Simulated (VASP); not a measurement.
# SiO2 (P4_2/mnm) in VASP: notebook, part 2 of 2

VASP 6.6.1. Earlier steps stand in the parts before.

### Step 3. Single point, LDA (volume 8.393 Å^3 an atom, c/a of the conventional cell 0.5339)

INCAR

```
SYSTEM = SiO2
  PREC = Accurate
  ENCUT = 520
  EDIFF = 1E-6
  ISMEAR = 0
  SIGMA = 0.05
  LREAL = .FALSE.
  LASPH = .TRUE.
  NELM = 100
  ALGO = Normal
  ISIF = 2
  LWAVE = .FALSE.
  LCHARG = .FALSE.
  GGA = CA
  NBANDS = 25
```

KPOINTS

```
Automatic mesh
0
G
  6 6 10
  0 0 0
```

POSCAR

```
SiO2
1.0
    4.5520062625      0.0000000000      0.0000000000
    0.0000000000      4.5520062625      0.0000000000
    0.0000000000      0.0000000000      2.4303161436
Si O
2 4
Direct
    0.5000000000      0.5000000000      0.5000000000
    0.0000000000      0.0000000000      0.0000000000
    0.6944252994      0.6944252994      0.0000000000
    0.1944252994      0.8055747006      0.5000000000
    0.3055747006      0.3055747006      0.0000000000
    0.8055747006      0.1944252994      0.5000000000
```

Potentials or basis: VASP PAW LDA potentials, release 64 (Si, O).

Launch:

```bash
$ cat potpaw_LDA.64/Si/POTCAR potpaw_LDA.64/O/POTCAR > POTCAR
$ mpirun -np 1 vasp_std > vasp.out
```

OUTCAR:

```text
SYSTEM = SiO2
   PREC = Accurate
   ENCUT = 520
   EDIFF = 1E-6
   ISMEAR = 0
   LREAL = .FALSE.
   LASPH = .TRUE.
   NELM = 100
   ISIF = 2
   GGA = CA

 ion  position               nearest neighbor table
   1  0.500  0.500  0.500-   3 1.74   5 1.74   3 1.74   5 1.74   4 1.97   6 1.97
   2  0.000  0.000  0.000-   4 1.74   6 1.74   4 1.74   6 1.74   5 1.97   3 1.97
   3  0.694  0.694  0.000-   1 1.74   1 1.74   2 1.97
   4  0.194  0.806  0.500-   2 1.74   2 1.74   1 1.97
   5  0.306  0.306  0.000-   1 1.74   1 1.74   2 1.97
   6  0.806  0.194  0.500-   2 1.74   2 1.74   1 1.97

[... 881 lines left out ...]
  -------------------------------------------------------------------------------------
  Total      -12.4993376    -12.4993376     14.4264311     -0.0000000      0.0000000      0.0000000
  in kB     -397.6757491   -397.6757491    458.9876641     -0.0000000      0.0000000      0.0000000
  external PRESSURE =    -112.1212780 kB  Pullay stress =       0.0000000 kB

 VOLUME and BASIS-vectors are now :
 -----------------------------------------------------------------------------
  energy-cutoff  :      520.00
  volume of cell :       50.36
      direct lattice vectors                 reciprocal lattice vectors
     4.552006262  0.000000000  0.000000000     0.219683353  0.000000000  0.000000000
     0.000000000  4.552006262  0.000000000     0.000000000  0.219683353  0.000000000
     0.000000000  0.000000000  2.430316144     0.000000000  0.000000000  0.411469102

 POSITION                                       TOTAL-FORCE (eV/Angst)
 -----------------------------------------------------------------------------------
      2.27600      2.27600      1.21516        -0.000000     -0.000000      0.000000
      0.00000      0.00000      0.00000        -0.000000     -0.000000      0.000000
      3.16103      3.16103      0.00000        -1.522244     -1.522244     -0.000000
      0.88503      3.66698      1.21516        -1.522244      1.522244      0.000000
      1.39098      1.39098      0.00000         1.522244      1.522244      0.000000
      3.66698      0.88503      1.21516         1.522244     -1.522244     -0.000000
 -----------------------------------------------------------------------------------
    total drift:                                0.000000     -0.000000     -0.000000

  FREE ENERGIE OF THE ION-ELECTRON SYSTEM (eV)
  ---------------------------------------------------
  free  energy   TOTEN  =       -50.2035103399 eV

  energy  without entropy=      -50.2035103399  energy(sigma->0) =      -50.20351034
```

OSZICAR:

```text
N       E                     dE             d eps       ncg     rms          rms(c)
DAV:   1     0.126397460965E+03    0.12640E+03   -0.17476E+04  3040   0.122E+03
DAV:   2    -0.478497574753E+02   -0.17425E+03   -0.16664E+03  3725   0.274E+02
DAV:   3    -0.549260330738E+02   -0.70763E+01   -0.70412E+01  4000   0.527E+01
DAV:   4    -0.549763708825E+02   -0.50338E-01   -0.50317E-01  3511   0.513E+00
DAV:   5    -0.549768200835E+02   -0.44920E-03   -0.44915E-03  3961   0.462E-01    0.172E+01
DAV:   6    -0.503077183363E+02    0.46691E+01   -0.12815E+01  3569   0.241E+01    0.813E+00
DAV:   7    -0.502504270069E+02    0.57291E-01   -0.59740E-01  3771   0.475E+00    0.298E+00
DAV:   8    -0.502097324766E+02    0.40695E-01   -0.30659E-02  3497   0.148E+00    0.992E-01
DAV:   9    -0.502035103678E+02    0.62221E-02   -0.61781E-03  3789   0.641E-01    0.218E-01
DAV:  10    -0.502035196958E+02   -0.93280E-05   -0.48490E-04  3713   0.161E-01    0.633E-02
DAV:  11    -0.502035115637E+02    0.81321E-05   -0.37510E-05  3888   0.447E-02    0.307E-02
DAV:  12    -0.502035102788E+02    0.12849E-05   -0.45259E-06  3623   0.161E-02    0.879E-03
DAV:  13    -0.502035103399E+02   -0.61112E-07   -0.59162E-07  2211   0.511E-03
   1 F= -.50203510E+02 E0= -.50203510E+02  d E =-.150968E-12
```

stdout:

```text
POSCAR found type information on POSCAR SiO
 POSCAR found :  2 types and       6 ions
 scaLAPACK will be used
 LDA part: xc-table for (Slater(with rela. corr.)+CA(PZ))
 , standard interpolation
 POSCAR, INCAR and KPOINTS ok, starting setup
 FFT: planning ... GRIDC
 FFT: planning ... GRID_SOFT
 FFT: planning ... GRID
 WAVECAR not read
 entering main loop
```

Wall time 55 s (1 thread of AMD EPYC 7R13 (Zen 3), shared host); peak memory 0.14 GiB.

Results:

```
Free energy            : -50.2035 eV
Pressure               : -11.2 GPa
Largest force          : 2.153 eV/Å
Band gap on the k mesh : 4.32 eV, direct
```

Forces on the atoms (eV/Å):
```
Si   0.000  0.000  0.000
Si   0.000  0.000  0.000
O   -1.522 -1.522  0.000
O   -1.522  1.522  0.000
O    1.522  1.522  0.000
O    1.522 -1.522  0.000
```

Stress tensor (GPa, compression positive):
```
-39.77   0.00   0.00
  0.00 -39.77   0.00
  0.00   0.00  45.90
```

Caveat: forces of over 1 eV/Å act on the atoms, so gaps and moduli don't describe the material at rest. A k mesh can miss the band edges.

### Step 4. Single point, LDA (volume 8.393 Å^3 an atom, c/a of the conventional cell 0.6642)

INCAR

```
PREC = Accurate ; ENCUT = 520
EDIFF = 1E-6 ; ISMEAR = 0
SIGMA = 0.05 ; LREAL = F
LASPH = T ; NELM = 100
ALGO = Normal ; ISIF = 2
LWAVE = F ; LCHARG = T
GGA = CA ; LELF = T
LVHAR = T ; NBANDS = 25
```

KPOINTS

```
Automatic mesh
0
Gamma
  6 6 10
```

POSCAR, as its differences from that of step 3:

```diff
@@ -2,5 +2,5 @@
 1.0
-    4.5520062625      0.0000000000      0.0000000000
-    0.0000000000      4.5520062625      0.0000000000
-    0.0000000000      0.0000000000      2.4303161436
+    4.2324308123      0.0000000000      0.0000000000
+    0.0000000000      4.2324308123      0.0000000000
+    0.0000000000      0.0000000000      2.8111805455
 Si O
```

Potentials or basis: VASP PAW LDA potentials, release 64 (Si, O).

Launch:

```bash
$ cat potpaw_LDA.64/Si/POTCAR potpaw_LDA.64/O/POTCAR > POTCAR
$ mpirun -np 1 vasp_std > vasp.out
```

OUTCAR:

```text
PREC = Accurate
   ENCUT = 520
   EDIFF = 1E-6
   ISMEAR = 0
   LREAL = F
   LASPH = T
   NELM = 100
   ISIF = 2
   GGA = CA

 ion  position               nearest neighbor table
   1  0.500  0.500  0.500-   3 1.82   5 1.82   3 1.82   5 1.82   4 1.83   6 1.83
   2  0.000  0.000  0.000-   4 1.82   6 1.82   4 1.82   6 1.82   5 1.83   3 1.83
   3  0.694  0.694  0.000-   1 1.82   1 1.82   2 1.83
   4  0.194  0.806  0.500-   2 1.82   2 1.82   1 1.83
   5  0.306  0.306  0.000-   1 1.82   1 1.82   2 1.83
   6  0.806  0.194  0.500-   2 1.82   2 1.82   1 1.83

  LATTYP: Found a simple tetragonal cell.
[... 880 lines left out ...]
  -------------------------------------------------------------------------------------
  Total       -6.2250425     -6.2250425    -11.8740474      0.0000000      0.0000000      0.0000000
  in kB     -198.0543689   -198.0543689   -377.7816751      0.0000000      0.0000000      0.0000000
  external PRESSURE =    -257.9634710 kB  Pullay stress =       0.0000000 kB

 VOLUME and BASIS-vectors are now :
 -----------------------------------------------------------------------------
  energy-cutoff  :      520.00
  volume of cell :       50.36
      direct lattice vectors                 reciprocal lattice vectors
     4.232430812  0.000000000  0.000000000     0.236270844  0.000000000  0.000000000
     0.000000000  4.232430812  0.000000000     0.000000000  0.236270844  0.000000000
     0.000000000  0.000000000  2.811180546     0.000000000  0.000000000  0.355722439

 POSITION                                       TOTAL-FORCE (eV/Angst)
 -----------------------------------------------------------------------------------
      2.11622      2.11622      1.40559         0.000000     -0.000000     -0.000000
      0.00000      0.00000      0.00000         0.000000     -0.000000     -0.000000
      2.93911      2.93911      0.00000        -0.144214     -0.144214     -0.000000
      0.82289      3.40954      1.40559        -0.144214      0.144214     -0.000000
      1.29332      1.29332      0.00000         0.144214      0.144214      0.000000
      3.40954      0.82289      1.40559         0.144214     -0.144214     -0.000000
 -----------------------------------------------------------------------------------
    total drift:                                0.000000      0.000000     -0.000000

  FREE ENERGIE OF THE ION-ELECTRON SYSTEM (eV)
  ---------------------------------------------------
  free  energy   TOTEN  =       -51.5383639654 eV

  energy  without entropy=      -51.5383639654  energy(sigma->0) =      -51.53836397
```

OSZICAR:

```text
N       E                     dE             d eps       ncg     rms          rms(c)
DAV:   1     0.128571912040E+03    0.12857E+03   -0.17459E+04  3016   0.122E+03
DAV:   2    -0.491173405830E+02   -0.17769E+03   -0.16982E+03  3809   0.273E+02
DAV:   3    -0.562336343167E+02   -0.71163E+01   -0.70809E+01  4028   0.526E+01
DAV:   4    -0.562819641214E+02   -0.48330E-01   -0.48313E-01  3570   0.505E+00
DAV:   5    -0.562823861349E+02   -0.42201E-03   -0.42195E-03  4026   0.446E-01    0.162E+01
DAV:   6    -0.516117100232E+02    0.46707E+01   -0.13426E+01  3716   0.241E+01    0.753E+00
DAV:   7    -0.515788781908E+02    0.32832E-01   -0.64810E-01  3711   0.463E+00    0.278E+00
DAV:   8    -0.515446816118E+02    0.34197E-01   -0.27667E-02  3745   0.140E+00    0.102E+00
DAV:   9    -0.515383644259E+02    0.63172E-02   -0.54586E-03  3770   0.621E-01    0.218E-01
DAV:  10    -0.515383807170E+02   -0.16291E-04   -0.41861E-04  3796   0.141E-01    0.736E-02
DAV:  11    -0.515383648023E+02    0.15915E-04   -0.37392E-05  3781   0.452E-02    0.273E-02
DAV:  12    -0.515383639654E+02    0.83688E-06   -0.43738E-06  3591   0.144E-02
   1 F= -.51538364E+02 E0= -.51538364E+02  d E =-.159449E-13
```

Wall time 69 s (1 thread of AMD EPYC 7R13 (Zen 3), shared host); peak memory 0.14 GiB.

What came out:

| Quantity | Value |
| --- | --- |
| Free energy | -51.5384 eV |
| Pressure | -25.8 GPa |
| Largest force | 0.204 eV/Å |
| Band gap on the k mesh | 4.09 eV, direct |

Forces on the atoms (eV/Å):
```
Si   0.000  0.000  0.000
Si   0.000  0.000  0.000
O   -0.144 -0.144  0.000
O   -0.144  0.144  0.000
O    0.144  0.144  0.000
O    0.144 -0.144  0.000
```

Stress tensor (GPa, compression positive):
```
-19.81   0.00   0.00
  0.00 -19.81   0.00
  0.00   0.00 -37.78
```

 A k mesh can miss the band edges.

### Step 5. Single point, LDA (volume 8.393 Å^3 an atom, c/a of the conventional cell 0.7144)

INCAR

```
ALGO = Normal
EDIFF = 1E-7
ENCUT = 520
GGA = CA
ISIF = 2
ISMEAR = 0
LASPH = T
LCHARG = T
LELF = T
LREAL = F
LVHAR = T
LWAVE = F
NBANDS = 25
NELM = 80
PREC = Accurate
SIGMA = 0.05
```

KPOINTS

```
k-points
0
Gamma
  6 6 10
```

POSCAR, as its differences from that of step 4:

```diff
@@ -2,5 +2,5 @@
 1.0
-    4.2324308123      0.0000000000      0.0000000000
-    0.0000000000      4.2324308123      0.0000000000
-    0.0000000000      0.0000000000      2.8111805455
+    4.1308777497      0.0000000000      0.0000000000
+    0.0000000000      4.1308777497      0.0000000000
+    0.0000000000      0.0000000000      2.9510990644
 Si O
```

Launch:

```bash
$ cat potpaw_LDA.64/Si/POTCAR potpaw_LDA.64/O/POTCAR > POTCAR
$ mpirun -np 1 vasp_std > vasp.out
```

Run time: 98 s. Hardware: 1 thread of AMD EPYC 7R13 (Zen 3), shared host; peak memory 0.14 GiB.

Results (log left out):

- Free energy: -51.0818 eV
- Pressure: -26.3 GPa
- Largest force: 0.353 eV/Å
- Band gap on the k mesh: 3.83 eV, direct

Forces on the atoms (eV/Å):
```
Si   0.000  0.000  0.000
Si   0.000  0.000  0.000
O    0.250  0.250  0.000
O    0.250 -0.250  0.000
O   -0.250 -0.250  0.000
O   -0.250  0.250  0.000
```

Stress tensor (GPa, compression positive):
```
-12.67   0.00   0.00
  0.00 -12.67   0.00
  0.00   0.00 -53.64
```

Levels at points of the mesh, in eV from the valence-band top:
```tsv
k point	band 13	band 14	band 15	band 16	band 17	band 18	band 19	band 20
(0.00, 0.00, 0.00)	-2.62	-0.68	-0.68	0.00	3.83	4.81	6.37	6.37
(0.50, 0.00, 0.00)	-2.70	-2.70	-0.85	-0.85	5.92	5.92	7.13	7.13
(0.50, 0.50, 0.00)	-2.82	-2.82	-1.62	-1.62	5.60	5.60	8.24	8.24
(0.00, 0.00, 0.50)	-2.99	-2.99	-2.24	-2.24	8.04	8.04	11.38	11.38
(0.50, 0.00, 0.50)	-1.80	-1.80	-1.42	-1.42	7.95	7.95	9.84	9.84
(0.50, 0.50, 0.50)	-1.25	-1.25	-1.21	-1.21	6.37	6.37	10.70	10.70
```

### Step 6. The runs side by side

```csv
cell,gap on the mesh (eV),pressure (GPa),largest force (eV/Å)
"a = 4.032, b = 4.032, c = 3.098 Å, 6 atoms",3.64,-24.7,0.82
"a = 4.552, b = 4.552, c = 2.430 Å, 6 atoms",4.32,-11.2,2.15
"a = 4.232, b = 4.232, c = 2.811 Å, 6 atoms",4.09,-25.8,0.20
"a = 4.131, b = 4.131, c = 2.951 Å, 6 atoms",3.83,-26.3,0.35
```

Alike in all rows: task single point; level LDA; potentials or basis VASP PAW LDA potentials, release 64 (Si, O); no spin polarisation; k mesh 6 × 6 × 10; cutoff (eV) 520; smearing gaussian 0.05 eV.

Caveats: forces of over 1 eV/Å act on the atoms, so gaps and moduli don't describe the material at rest (some runs).

Absolute energies hang on the potentials; compare differences alone.
